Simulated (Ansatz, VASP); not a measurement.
**BeTe in VASP and in Ansatz**

```
Be Te
1.0
     7.56189    0.00000    0.00000
     0.00000    5.37646    0.00000
     0.00000    0.00000    3.81783
Be Te
4 4
Direct
  0.75000 0.00000 0.49251
  0.00000 0.50000 0.00000
  0.25000 0.00000 0.50749
  0.50000 0.50000 0.00000
  0.75000 0.50000 0.55149
  0.00000 0.00000 0.00000
  0.25000 0.50000 0.44851
  0.50000 0.00000 0.00000
```

Alike in both runs: functional PBE; k mesh 6 × 8 × 10; occupations gaussian, width 0.1 eV; no spin polarisation.

Ansatz relaxed the structure, and its values are those at the end. VASP's run is a single point on that final structure, the one shown.

|  | VASP | Ansatz |
| --- | --- | --- |
| version | VASP 6.6.1 | Ansatz 0.2.0 |
| potentials or method | VASP PAW PBE potentials, release 64 (Be, Te), cutoff 520 eV | scalar-relativistic, plane waves, PAW |
| valence electrons in the cell | 32 | 72 |

Ansatz gave:

```
gap on the k mesh at the Fermi level (eV) : none
pressure (GPa)                            : 0.0
```

**Question.** What did VASP give for the same quantities?

**Answer.** gap on the k mesh at the Fermi level (eV): none; pressure (GPa): 0.1.

A gap of «none» marks a metal or a gap that the smearing closes. VASP's potentials hold 32 valence electrons a cell and Ansatz's 72, so a difference there can come from the potentials and not from the codes.

Spin-orbit coupling is off throughout.
